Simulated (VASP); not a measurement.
# GaP2 (Pmc2_1) in VASP: notebook, part 2 of 2

VASP 6.6.1. The steps go on from the part before.

### 3 Single point, PBE

This run uses another cell than the first one, of 19.82 Å³/atom, 1.012 times its volume.

INCAR reads:

```
PREC = Accurate
ENCUT = 520
EDIFF = 1E-7
ISMEAR = 0
SIGMA = 0.1
LREAL = False
LASPH = True
NELM = 60
ALGO = Normal
ISIF = 2
LWAVE = False
LCHARG = False
GGA = PE
NBANDS = 32
```

KPOINTS reads:

```
Automatic mesh
0
Gamma
  6 4 4
```

POSCAR reads:

```
GaP2
1.0
    3.2320080311      0.0000000000      0.0000000000
    0.0000000000      5.1566551930      0.0000000000
    0.0000000000      0.0000000000      7.1350244879
Ga P
2 4
Direct
    0.5000000000      0.2738231827      0.5325169959
    0.5000000000      0.7261768173      0.0325169959
    0.0000000000      0.6643626895      0.5251660706
    0.0000000000      0.3356373105      0.0251660706
    0.5000000000      0.8571699530      0.6930975318
    0.5000000000      0.1428300470      0.1930975318
```

Potentials or basis: VASP PAW PBE potentials, release 64 (Ga_d, P).

Run with:

```
cat potpaw_PBE.64/Ga_d/POTCAR potpaw_PBE.64/P/POTCAR > POTCAR
mpirun -np 1 vasp_std > vasp.out
```

OUTCAR:

```text
PREC = Accurate
   ENCUT = 520
   EDIFF = 1E-7
   ISMEAR = 0
   LREAL = False
   LASPH = True
   NELM = 60
   ISIF = 2
   GGA = PE

 ion  position               nearest neighbor table
   1  0.500  0.274  0.533-   5 2.43   6 2.51   3 2.58   3 2.58
   2  0.500  0.726  0.033-   6 2.43   5 2.51   4 2.58   4 2.58
   3  0.000  0.664  0.525-   5 2.24   5 2.24   1 2.58   1 2.58
   4  0.000  0.336  0.025-   6 2.24   6 2.24   2 2.58   2 2.58
   5  0.500  0.857  0.693-   3 2.24   3 2.24   1 2.43   2 2.51
   6  0.500  0.143  0.193-   4 2.24   4 2.24   2 2.43   1 2.51

  LATTYP: Found a simple orthorhombic cell.
 ALAT       =     3.2320080311
 B/A-ratio  =     1.5954957857
 C/A-ratio  =     2.2076134772

  Lattice vectors:

 A1 = (   3.2320080311,   0.0000000000,   0.0000000000)
 A2 = (   0.0000000000,   5.1566551930,   0.0000000000)
 A3 = (   0.0000000000,   0.0000000000,   7.1350244879)

Analysis of symmetry for initial positions (statically):
=====================================================================
 Subroutine PRICEL returns:
 Original cell was already a primitive cell.

 Routine SETGRP: Setting up the symmetry group for a
 simple orthorhombic supercell.

 Subroutine GETGRP returns: Found  4 space group operations
 (whereof  2 operations were pure point group operations)
 out of a pool of  8 trial point group operations.

The static configuration has the point symmetry C_1h.
 The point group associated with its full space group is C_2v.

Analysis of symmetry for dynamics (positions and initial velocities):
=====================================================================
 Subroutine PRICEL returns:
 Original cell was already a primitive cell.

 Routine SETGRP: Setting up the symmetry group for a
 simple orthorhombic supercell.

 Subroutine GETGRP returns: Found  4 space group operations
 (whereof  2 operations were pure point group operations)
 out of a pool of  8 trial point group operations.

The dynamic configuration has the point symmetry C_1h.
 The point group associated with its full space group is C_2v.

 Subroutine INISYM returns: Found  4 space group operations
 (whereof  2 operations are pure point group operations),
 and found     1 'primitive' translations

----------------------------------------------------------------------------------------

                                     Primitive cell

  volume of cell :     118.9148

  direct lattice vectors                    reciprocal lattice vectors
     3.232008031  0.000000000  0.000000000     0.309405172  0.000000000  0.000000000
     0.000000000  5.156655193  0.000000000     0.000000000  0.193924155  0.000000000
     0.000000000  0.000000000  7.135024488     0.000000000  0.000000000  0.140153689

  length of vectors
     3.232008031  5.156655193  7.135024488     0.309405172  0.193924155  0.140153689

  position of ions in fractional coordinates (direct lattice)
     0.500000000  0.273823183  0.532516996
     0.500000000  0.726176817  0.032516996
     0.000000000  0.664362690  0.525166071
     0.000000000  0.335637310  0.025166071
     0.500000000  0.857169953  0.693097532
     0.500000000  0.142830047  0.193097532
[... 33 lines left out ...]

 Found     36 irreducible k-points:

 Following reciprocal coordinates:
            Coordinates               Weight
  0.000000  0.000000  0.000000      1.000000
  0.166667  0.000000  0.000000      2.000000
  0.333333  0.000000  0.000000      2.000000
  0.500000  0.000000  0.000000      1.000000
  0.000000  0.250000  0.000000      2.000000
  0.166667  0.250000  0.000000      4.000000
[... 16 lines left out ...]
  0.333333  0.500000  0.250000      4.000000
  0.500000  0.500000  0.250000      2.000000
 [... further k-points ...]
   k-points           NKPTS =     36   k-points in BZ     NKDIM =     36   number of bands    NBANDS=     32
   number of dos      NEDOS =    301   number of ions     NIONS =      6
   total plane-waves  NPLWV =  51840
   dimension x,y,z NGX =    24 NGY =   40 NGZ =   54
   dimension x,y,z NGXF=    48 NGYF=   80 NGZF=  108
   ions per type =               2   4
   NGX,Y,Z   is equivalent  to a cutoff of  12.34, 12.90, 12.58 a.u.
   NGXF,Y,Z  is equivalent  to a cutoff of  24.69, 25.79, 25.16 a.u.
 SYSTEM =  unknown system
   PREC   = accura    normal or accurate (medium, high low for compatibility)
   ISTART =      0    job   : 0-new  1-cont  2-samecut
   ICHARG =      2    charge: 1-file 2-atom 10-const
   ISPIN  =      1    spin polarized calculation?
   LNONCOLLINEAR =      F non collinear calculations
   LSORBIT =      F    spin-orbit coupling
   LASPH  =      T    aspherical Exc in radial PAW
   ENCUT  =  520.0 eV  38.22 Ry    6.18 a.u.   6.01  9.59 13.27*2*pi/ulx,y,z
   NELM   =     60;   NELMIN=  2; NELMDL= -5     # of ELM steps
   EDIFF  = 0.1E-06   stopping-criterion for ELM
   LREAL  =      F    real-space projection
   EDIFFG = 0.1E-05   stopping-criterion for IOM
   NSW    =      0    number of steps for IOM
   IBRION =     -1    ionic relax: 0-MD 1-quasi-New 2-CG
   NFREE  =      0    steps in history (QN), initial steepest desc. (CG)
   ISIF   =      2    stress and relaxation
   ISYM   =      2    0-nonsym 1-usesym 2-fastsym
   POTIM  = 0.5000    time-step for ionic-motion
   TEBEG  =    0.0;   TEEND  =   0.0 temperature during run
   PSTRESS=    0.0 pullay stress
   NELECT =      46.0000    total number of electrons
   NUPDOWN=      -1.0000    fix difference up-down
   EMIN   =  10.00;   EMAX   =-10.00  energy-range for DOS
   EFERMI =   0.00;   METHOD = LEGACY
   ISMEAR =     0;   SIGMA  =   0.10  broadening in eV -4-tet -1-fermi 0-gaus
   EFERMI_NEDOS =   21; number of points for ismear=-14 and -15
   IALGO  =     38    algorithm
   IMIX   =      4    mixing-type and parameters
     AMIX     =   0.40;   BMIX     =  1.00
     AMIX_MAG =   1.60;   BMIX_MAG =  1.00
  volume/ion in A,a.u.               =      19.82       133.75
  Fermi-wavevector in a.u.,A,eV,Ry     =   1.192840  2.254140 19.359277  1.422867
  Thomas-Fermi vector in A             =   2.328868
   LORBIT       =      0    0 simple, 1 ext, 2 COOP (PROOUT), +10 PAW based schemes
   GGA     = PE    functional components
   LHFCALC =     F    Hartree Fock is set to
   AEXX    =    0.0000 exact exchange contribution
   IVDW    =     0    specifies the selected vdW correction
   LEPSILON=     F    determine dielectric tensor
   LRPA    =     F    only Hartree local field effects (RPA)
 non-spin polarized calculation
 Gauss-broadening in eV      SIGMA  =   0.10
  energy-cutoff  :      520.00
  volume of cell :      118.91
 maximum number of plane-waves:      3232
   NGX = 13   NGY = 19   NGZ = 27

 number of electron      46.0000024 magnetization

 Free energy of the ion-electron system (eV)
  ---------------------------------------------------
  ext. energy  EPLUGINS =         0.00000000
  ---------------------------------------------------
  free energy    TOTEN  =       -26.81901126 eV

  energy without entropy =      -26.81142504  energy(sigma->0) =      -26.81521815

 E-fermi :   5.8329     XC(G=0):  -9.9680

 val. band max:        5.7780088193   @ k =   0.3333   0.5000   0.5000
 cond. band min:       5.8552652306   @ k =   0.1667   0.2500   0.0000
 fundamental gap:      0.0772564113
 Fermi energy:         5.8328918391

 k-point     1 :       0.0000    0.0000    0.0000
  band No.  band energies     occupation
      1      -9.5425      2.00000
      2      -9.4927      2.00000
      3      -9.4325      2.00000
      4      -9.4170      2.00000
      5      -9.3411      2.00000
      6      -9.3352      2.00000
[... 829 lines left out ...]
     31      10.0125      0.00000
     32      10.2307      0.00000

 [... further k-points ...]

------------------------ aborting loop because EDIFF is reached ----------------------------------------

  FORCE on cell =-STRESS in cart. coord.  units (eV):
  Direction    XX          YY          ZZ          XY          YZ          ZX
  --------------------------------------------------------------------------------------
  -------------------------------------------------------------------------------------
  Total       -0.1186208     -0.0529473     -0.1371407      0.0000000      0.0000000      0.0000000
  in kB       -1.5982163     -0.7133756     -1.8477399      0.0000000      0.0000000      0.0000000
  external PRESSURE =      -1.3864440 kB  Pullay stress =       0.0000000 kB

 VOLUME and BASIS-vectors are now :
 -----------------------------------------------------------------------------
  energy-cutoff  :      520.00
  volume of cell :      118.91
      direct lattice vectors                 reciprocal lattice vectors
     3.232008031  0.000000000  0.000000000     0.309405172  0.000000000  0.000000000
     0.000000000  5.156655193  0.000000000     0.000000000  0.193924155  0.000000000
     0.000000000  0.000000000  7.135024488     0.000000000  0.000000000  0.140153689

 POSITION                                       TOTAL-FORCE (eV/Angst)
 -----------------------------------------------------------------------------------
      1.61600      1.41201      3.79952         0.000000      0.010580      0.007286
      1.61600      3.74464      0.23201         0.000000     -0.010580      0.007286
      0.00000      3.42589      3.74707         0.000000      0.025715      0.056908
      0.00000      1.73077      0.17956         0.000000     -0.025715      0.056908
      1.61600      4.42013      4.94527         0.000000     -0.016461     -0.064194
      1.61600      0.73653      1.37776         0.000000      0.016461     -0.064194
 -----------------------------------------------------------------------------------
    total drift:                                0.000000      0.000000     -0.000277

  FREE ENERGIE OF THE ION-ELECTRON SYSTEM (eV)
  ---------------------------------------------------
  free  energy   TOTEN  =       -26.8190112551 eV

  energy  without entropy=      -26.8114250406  energy(sigma->0) =      -26.81521815
```

OSZICAR:

```text
N       E                     dE             d eps       ncg     rms          rms(c)
DAV:   1     0.356443342608E+03    0.35644E+03   -0.20529E+04  2480   0.189E+03
DAV:   2     0.202669565195E+02   -0.33618E+03   -0.31805E+03  2512   0.507E+02
DAV:   3    -0.251019477855E+02   -0.45369E+02   -0.43777E+02  2800   0.131E+02
DAV:   4    -0.271373067439E+02   -0.20354E+01   -0.20240E+01  2984   0.299E+01
DAV:   5    -0.271879609247E+02   -0.50654E-01   -0.50616E-01  2936   0.438E+00    0.936E+00
DAV:   6    -0.268579278526E+02    0.33003E+00   -0.53256E-01  3304   0.113E+01    0.549E+00
DAV:   7    -0.268225295277E+02    0.35398E-01   -0.28271E-01  3024   0.317E+00    0.911E-01
DAV:   8    -0.268186094980E+02    0.39200E-02   -0.57181E-02  2768   0.240E+00    0.342E-01
DAV:   9    -0.268189505900E+02   -0.34109E-03   -0.58572E-03  3288   0.747E-01    0.224E-01
DAV:  10    -0.268189799208E+02   -0.29331E-04   -0.47493E-04  3024   0.139E-01    0.786E-02
DAV:  11    -0.268190128724E+02   -0.32952E-04   -0.10209E-04  3040   0.111E-01    0.188E-02
DAV:  12    -0.268190108256E+02    0.20468E-05   -0.13021E-05  2712   0.229E-02    0.163E-02
DAV:  13    -0.268190112738E+02   -0.44811E-06   -0.24646E-06  3000   0.772E-03    0.707E-03
DAV:  14    -0.268190112551E+02    0.18651E-07   -0.31202E-07  2424   0.431E-03
   1 F= -.26819011E+02 E0= -.26815218E+02  d E =-.758621E-02
```

stdout:

```text
POSCAR found type information on POSCAR GaP
 POSCAR found :  2 types and       6 ions
 scaLAPACK will be used
 LDA part: xc-table for (Slater+PW92), standard interpolation
 POSCAR, INCAR and KPOINTS ok, starting setup
 FFT: planning ... GRIDC
 FFT: planning ... GRID_SOFT
 FFT: planning ... GRID
 WAVECAR not read
 entering main loop
```

Wall time 51 s (1 thread of Intel Xeon 6975P-C (Granite Rapids), shared host); peak memory 0.27 GiB.

What came out:

```yaml
Free_energy: -26.8190 eV
Pressure: -0.1 GPa
Largest_force: 0.066 eV/Å
Band_gap_on_the_k_mesh: zero (band 23 reaches 7.13 eV, above the bottom of band 24 at 4.22 eV)
```

Forces on the atoms (eV/Å):
```
Ga   0.000  0.011  0.007
Ga   0.000 -0.011  0.007
P    0.000  0.026  0.057
P    0.000 -0.026  0.057
P    0.000 -0.016 -0.064
P    0.000  0.016 -0.064
```
